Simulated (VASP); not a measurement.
# Cd (P6/mmm) in VASP: further runs, part 2 of 2

VASP 6.6.1.

**3. Single point, PBE (volume scaled by 0.6)**

INCAR

```
  PREC = Accurate
  ENCUT = 520
  EDIFF = 1E-6
  ISMEAR = -1
  SIGMA = 0.1
  LREAL = F
  LASPH = T
  NELM = 80
  ALGO = Normal
  ISIF = 2
  LWAVE = F
  LCHARG = F
  GGA = PE
  NBANDS = 12
```

KPOINTS

```
regular mesh
0
Gamma
  14 14 13
```

POSCAR

```
Cd
1.0
    2.6039156063      0.0000000000      0.0000000000
   -1.3019578032      2.2550570644      0.0000000000
    0.0000000000      0.0000000000      2.5801128107
Cd
1
Direct
    0.0000000000      0.0000000000      0.0000000000
```

Potentials or basis: VASP PAW PBE potentials, release 64 (Cd).

On the command line:

```sh
> cat potpaw_PBE.64/Cd/POTCAR > POTCAR
> mpirun -np 1 vasp_std > vasp.out
```

OUTCAR:

```text
PREC = Accurate
   ENCUT = 520
   EDIFF = 1E-6
   ISMEAR = -1
   LREAL = F
   LASPH = T
   NELM = 80
   ISIF = 2
   GGA = PE

 ion  position               nearest neighbor table
   1  0.000  0.000  0.000-

  LATTYP: Found a hexagonal cell.
 ALAT       =     2.6039156063
 C/A-ratio  =     0.9908588452

  Lattice vectors:

 A1 = (   2.6039156063,   0.0000000000,   0.0000000000)
 A2 = (  -1.3019578032,   2.2550570644,   0.0000000000)
 A3 = (   0.0000000000,   0.0000000000,   2.5801128107)

Analysis of symmetry for initial positions (statically):
=====================================================================
 Subroutine PRICEL returns:
 Original cell was already a primitive cell.

 Routine SETGRP: Setting up the symmetry group for a
 hexagonal supercell.

 Subroutine GETGRP returns: Found 24 space group operations
 (whereof 24 operations were pure point group operations)
 out of a pool of 24 trial point group operations.

The static configuration has the point symmetry D_6h.

Analysis of symmetry for dynamics (positions and initial velocities):
=====================================================================
 Subroutine PRICEL returns:
 Original cell was already a primitive cell.

 Routine SETGRP: Setting up the symmetry group for a
 hexagonal supercell.

 Subroutine GETGRP returns: Found 24 space group operations
 (whereof 24 operations were pure point group operations)
 out of a pool of 24 trial point group operations.

The dynamic configuration has the point symmetry D_6h.

 Subroutine INISYM returns: Found 24 space group operations
 (whereof 24 operations are pure point group operations),
 and found     1 'primitive' translations

----------------------------------------------------------------------------------------

                                     Primitive cell

  volume of cell :      15.1504

  direct lattice vectors                    reciprocal lattice vectors
     2.603915606  0.000000000  0.000000000     0.384037024  0.221723879  0.000000000
    -1.301957803  2.255057064  0.000000000     0.000000000  0.443447758  0.000000000
     0.000000000  0.000000000  2.580112811     0.000000000  0.000000000  0.387579952

  length of vectors
     2.603915606  2.603915606  2.580112811     0.443447758  0.443447758  0.387579952

  position of ions in fractional coordinates (direct lattice)
     0.000000000  0.000000000  0.000000000

  ion indices of the primitive-cell ions
   primitive index   ion index
                 1           1

----------------------------------------------------------------------------------------

 KPOINTS: regular mesh

Automatic generation of k-mesh.
 Grid dimensions read from file:
 generate k-points for:   14   14   13

 Generating k-lattice:

  Cartesian coordinates                     Fractional coordinates (reciprocal lattice)
     0.027431216  0.015837420  0.000000000     0.071428571  0.000000000  0.000000000
     0.000000000  0.031674840  0.000000000     0.000000000  0.071428571  0.000000000
     0.000000000  0.000000000  0.029813842     0.000000000  0.000000000  0.076923077

  Length of vectors
     0.031674840  0.031674840  0.029813842

  Shift w.r.t. Gamma in fractional coordinates (k-lattice)
     0.000000000  0.000000000  0.000000000

 Subroutine IBZKPT returns following result:
 ===========================================

 Found    168 irreducible k-points:

 Following reciprocal coordinates:
            Coordinates               Weight
  0.000000  0.000000  0.000000      1.000000
  0.071429  0.000000  0.000000      6.000000
  0.142857  0.000000  0.000000      6.000000
  0.214286  0.000000  0.000000      6.000000
  0.285714  0.000000  0.000000      6.000000
  0.357143  0.000000  0.000000      6.000000
[... 16 lines left out ...]
  0.285714  0.285714  0.000000      6.000000
  0.357143  0.285714  0.000000      6.000000
 [... further k-points ...]
   k-points           NKPTS =    168   k-points in BZ     NKDIM =    168   number of bands    NBANDS=     12
   number of dos      NEDOS =    301   number of ions     NIONS =      1
   total plane-waves  NPLWV =   8000
   dimension x,y,z NGX =    20 NGY =   20 NGZ =   20
   dimension x,y,z NGXF=    40 NGYF=   40 NGZF=   40
   ions per type =               1
   NGX,Y,Z   is equivalent  to a cutoff of  12.77, 12.77, 12.89 a.u.
   NGXF,Y,Z  is equivalent  to a cutoff of  25.54, 25.54, 25.77 a.u.
 SYSTEM =  unknown system
   PREC   = accura    normal or accurate (medium, high low for compatibility)
   ISTART =      0    job   : 0-new  1-cont  2-samecut
   ICHARG =      2    charge: 1-file 2-atom 10-const
   ISPIN  =      1    spin polarized calculation?
   LNONCOLLINEAR =      F non collinear calculations
   LSORBIT =      F    spin-orbit coupling
   LASPH  =      T    aspherical Exc in radial PAW
   ENCUT  =  520.0 eV  38.22 Ry    6.18 a.u.   4.84  4.84  4.80*2*pi/ulx,y,z
   NELM   =     80;   NELMIN=  2; NELMDL= -5     # of ELM steps
   EDIFF  = 0.1E-05   stopping-criterion for ELM
   LREAL  =      F    real-space projection
   EDIFFG = 0.1E-04   stopping-criterion for IOM
   NSW    =      0    number of steps for IOM
   IBRION =     -1    ionic relax: 0-MD 1-quasi-New 2-CG
   NFREE  =      0    steps in history (QN), initial steepest desc. (CG)
   ISIF   =      2    stress and relaxation
   ISYM   =      2    0-nonsym 1-usesym 2-fastsym
   POTIM  = 0.5000    time-step for ionic-motion
   TEBEG  =    0.0;   TEEND  =   0.0 temperature during run
   PSTRESS=    0.0 pullay stress
   NELECT =      12.0000    total number of electrons
   NUPDOWN=      -1.0000    fix difference up-down
   EMIN   =  10.00;   EMAX   =-10.00  energy-range for DOS
   EFERMI =   0.00;   METHOD = LEGACY
   ISMEAR =    -1;   SIGMA  =   0.10  broadening in eV -4-tet -1-fermi 0-gaus
   EFERMI_NEDOS =   21; number of points for ismear=-14 and -15
   IALGO  =     38    algorithm
   IMIX   =      4    mixing-type and parameters
     AMIX     =   0.40;   BMIX     =  1.00
     AMIX_MAG =   1.60;   BMIX_MAG =  1.00
  volume/ion in A,a.u.               =      15.15       102.24
  Fermi-wavevector in a.u.,A,eV,Ry     =   1.514703  2.862374 31.216196  2.294326
  Thomas-Fermi vector in A             =   2.624325
   LORBIT       =      0    0 simple, 1 ext, 2 COOP (PROOUT), +10 PAW based schemes
   GGA     = PE    functional components
   LHFCALC =     F    Hartree Fock is set to
   AEXX    =    0.0000 exact exchange contribution
   IVDW    =     0    specifies the selected vdW correction
   LEPSILON=     F    determine dielectric tensor
   LRPA    =     F    only Hartree local field effects (RPA)
 non-spin polarized calculation
  energy-cutoff  :      520.00
  volume of cell :       15.15
 maximum number of plane-waves:       422
 NGX is ok and might be reduce to    20
   NGX =  9   NGY =  9   NGZ =  9

 number of electron      12.0000000 magnetization

 Free energy of the ion-electron system (eV)
  ---------------------------------------------------
  ext. energy  EPLUGINS =         0.00000000
  ---------------------------------------------------
  free energy    TOTEN  =         0.70932910 eV

  energy without entropy =        0.71961166  energy(sigma->0) =        0.71447038

 E-fermi :   6.4439     XC(G=0): -13.0076

 val. band max:        6.4419446763   @ k =   0.2857   0.0714   0.4615
 cond. band min:       6.4445898508   @ k =   0.5000   0.0000   0.2308
 fundamental gap:      0.0026451745
 Fermi energy:         6.4438965237

 k-point     1 :       0.0000    0.0000    0.0000
  band No.  band energies     occupation
      1      -6.3742      2.00000
      2      -5.7574      2.00000
      3      -4.6257      2.00000
      4      -4.6257      2.00000
      5      -2.7166      2.00000
      6      -2.7166      2.00000
      7      17.4952      0.00000
      8      21.9839      0.00000
      9      23.6372      0.00000
     10      25.5621      0.00000
     11      25.5621      0.00000
     12      29.0696      0.00000

 k-point     2 :       0.0714    0.0000    0.0000
  band No.  band energies     occupation
      1      -6.2764      2.00000
      2      -5.6309      2.00000
      3      -4.6785      2.00000
      4      -4.5268      2.00000
      5      -2.7890      2.00000
      6      -2.7306      2.00000
      7      17.7618      0.00000
      8      21.5440      0.00000
      9      23.5779      0.00000
     10      24.1544      0.00000
     11      24.5048      0.00000
     12      30.2613      0.00000
[... 316 lines left out ...]
 k-point    24 :       0.3571    0.2857    0.0000
  band No.  band energies     occupation
      1      -5.2257      2.00000
      2      -4.8459      2.00000
      3      -4.2297      2.00000
      4      -3.7087      2.00000
      5      -3.5065      2.00000
      6       5.8868      1.99242
      7       6.8173      0.04668
      8       8.6307      0.00000
      9      25.6869      0.00000
     10      27.3507      0.00000
     11      29.2324      0.00000
     12      29.9550      0.00000

 [... further k-points ...]
[... 5 lines left out ...]
  --------------------------------------------------------------------------------------
  -------------------------------------------------------------------------------------
  Total        7.1825469      7.1825469      7.1344439     -0.0000000     -0.0000000     -0.0000000
  in kB      759.5667037    759.5667037    754.4797205     -0.0000000     -0.0000000     -0.0000000
  external PRESSURE =     757.8710427 kB  Pullay stress =       0.0000000 kB

 VOLUME and BASIS-vectors are now :
 -----------------------------------------------------------------------------
  energy-cutoff  :      520.00
  volume of cell :       15.15
      direct lattice vectors                 reciprocal lattice vectors
     2.603915606  0.000000000  0.000000000     0.384037024  0.221723879  0.000000000
    -1.301957803  2.255057064  0.000000000     0.000000000  0.443447758  0.000000000
     0.000000000  0.000000000  2.580112811     0.000000000  0.000000000  0.387579952

 POSITION                                       TOTAL-FORCE (eV/Angst)
 -----------------------------------------------------------------------------------
      0.00000      0.00000      0.00000         0.000000      0.000000      0.000000
 -----------------------------------------------------------------------------------
    total drift:                               -0.000000     -0.000000      0.000000

  FREE ENERGIE OF THE ION-ELECTRON SYSTEM (eV)
  ---------------------------------------------------
  free  energy   TOTEN  =         0.7093290994 eV

  energy  without entropy=        0.7196116613  energy(sigma->0) =        0.71447038
```

OSZICAR:

```text
N       E                     dE             d eps       ncg     rms          rms(c)
DAV:   1     0.718727549774E+02    0.71873E+02   -0.74095E+03  4440   0.107E+03
DAV:   2     0.173194331751E+01   -0.70141E+02   -0.67348E+02  4392   0.252E+02
DAV:   3     0.592742153292E+00   -0.11392E+01   -0.11385E+01  4760   0.353E+01
DAV:   4     0.591335680930E+00   -0.14065E-02   -0.14064E-02  4568   0.121E+00
DAV:   5     0.591332901944E+00   -0.27790E-05   -0.27782E-05  4788   0.526E-02    0.974E+00
DAV:   6     0.689885763897E+00    0.98553E-01   -0.19059E-01  4672   0.617E+00    0.629E+00
DAV:   7     0.707844838230E+00    0.17959E-01   -0.33068E-02  4668   0.231E+00    0.167E+00
DAV:   8     0.709345880526E+00    0.15010E-02   -0.41362E-03  4320   0.976E-01    0.924E-02
DAV:   9     0.709336615857E+00   -0.92647E-05   -0.12924E-05  4652   0.373E-02    0.225E-02
DAV:  10     0.709329319912E+00   -0.72959E-05   -0.48106E-06  4468   0.236E-02    0.218E-03
DAV:  11     0.709329099425E+00   -0.22049E-06   -0.90538E-08  2364   0.389E-03
   1 F= 0.70932910E+00 E0= 0.71447038E+00  d E =-.102826E-01
```

It took 8.8 s on 1 thread of Intel Xeon 6975P-C (Granite Rapids), shared host; peak memory 0.14 GiB.

Results:

* Free energy: 0.7093 eV
* Pressure: 75.8 GPa
* Band gap on the k mesh: zero (band 6 reaches 10.04 eV, above the bottom of band 7 at 3.68 eV)

Levels at points of the mesh, in eV from the Fermi level:
```
           k point  band 4  band 5  band 6  band 7  band 8  band 9
(0.00, 0.00, 0.00)  -11.07   -9.16   -9.16   11.05   15.54   17.19
(0.50, 0.00, 0.00)   -9.44   -8.77   -4.26   -0.48   10.68   16.81
```

Caveat: the cell differs from its parent crystal (volume scaled by 0.6).

**4. Single point, PBE (volume scaled by 0.6)**

INCAR

```
SYSTEM = Cd
PREC = Accurate
ENCUT = 520
EDIFF = 1E-7
ISMEAR = -1
SIGMA = 0.1
LREAL = .FALSE.
LASPH = .TRUE.
NELM = 60
ALGO = Normal
ISIF = 2
LWAVE = .FALSE.
LCHARG = .TRUE.
GGA = PE
LELF = .TRUE.
LVHAR = .TRUE.
NBANDS = 12
```

KPOINTS

```
regular mesh
0
G
  14 14 13
  0 0 0
```

POSCAR is that of step 3.

On the command line:

```sh
> cat potpaw_PBE.64/Cd/POTCAR > POTCAR
> mpirun -np 1 vasp_std > vasp.out
```

It took 10 s on 1 thread of Intel Xeon 6975P-C (Granite Rapids), shared host; peak memory 0.14 GiB.

The run converged. Its results:

| Quantity | Value |
| --- | --- |
| Free energy | 0.7093 eV |
| Pressure | 75.8 GPa |
| Band gap on the k mesh | zero (band 6 reaches 10.04 eV, above the bottom of band 7 at 3.68 eV) |

Stress tensor (GPa, compression positive):
```
75.98  0.00  0.00
 0.00 75.98  0.00
 0.00  0.00 75.46
```

Levels at points of the mesh, in eV from the Fermi level:
```
           k point  band 3  band 4  band 5  band 6  band 7  band 8  band 9  band 10
(0.00, 0.00, 0.00)  -11.07  -11.07   -9.16   -9.16   11.05   15.54   17.19    19.12
(0.50, 0.00, 0.00)  -10.46   -9.44   -8.77   -4.26   -0.48   10.68   16.81    16.95
```

Caveat: the cell differs from its parent crystal (volume scaled by 0.6).

**5. Single point, PBE**

This run uses another cell than the first one, of 17.17 Å³/atom, 1.133 times its volume.

INCAR

```
SYSTEM = Cd
  PREC = Accurate
  ENCUT = 520
  EDIFF = 1E-6
  ISMEAR = -1
  SIGMA = 0.1
  LREAL = .False.
  LASPH = .True.
  NELM = 80
  ALGO = Normal
  ISIF = 2
  LWAVE = .False.
  LCHARG = .False.
  GGA = PE
  NBANDS = 12
```

KPOINTS

```
Automatic mesh
0
Gamma
  14 14 13
  0 0 0
```

POSCAR

```
Cd
1.0
    2.7083630178      0.0000000000      0.0000000000
   -1.3541815089      2.3455111761      0.0000000000
    0.0000000000      0.0000000000      2.7029400697
Cd
1
Direct
    0.0000000000      0.0000000000      0.0000000000
```

On the command line:

```sh
> cat potpaw_PBE.64/Cd/POTCAR > POTCAR
> mpirun -np 1 vasp_std > vasp.out
```

Wall time 8.4 s (1 thread of Intel Xeon 6975P-C (Granite Rapids), shared host); peak memory 0.14 GiB.

It converged, with:

```
Free energy            : -0.0010 eV
Pressure               : 40.5 GPa
Band gap on the k mesh : zero (band 6 reaches 8.49 eV, above the bottom of band 7 at 2.20 eV)
```

Stress tensor (GPa, compression positive):
```
40.68  0.00  0.00
 0.00 40.68  0.00
 0.00  0.00 40.28
```

Levels at points of the mesh, in eV from the Fermi level:
```
           k point  band 2  band 3  band 4  band 5  band 6  band 7  band 8  band 9  band 10  band 11
(0.00, 0.00, 0.00)  -10.88  -10.30  -10.30   -8.81   -8.81   10.28   15.39   15.73    17.84    17.84
(0.50, 0.00, 0.00)  -10.70   -9.84   -9.03   -8.47   -3.47   -0.68   10.22   15.65    16.26    17.76
```
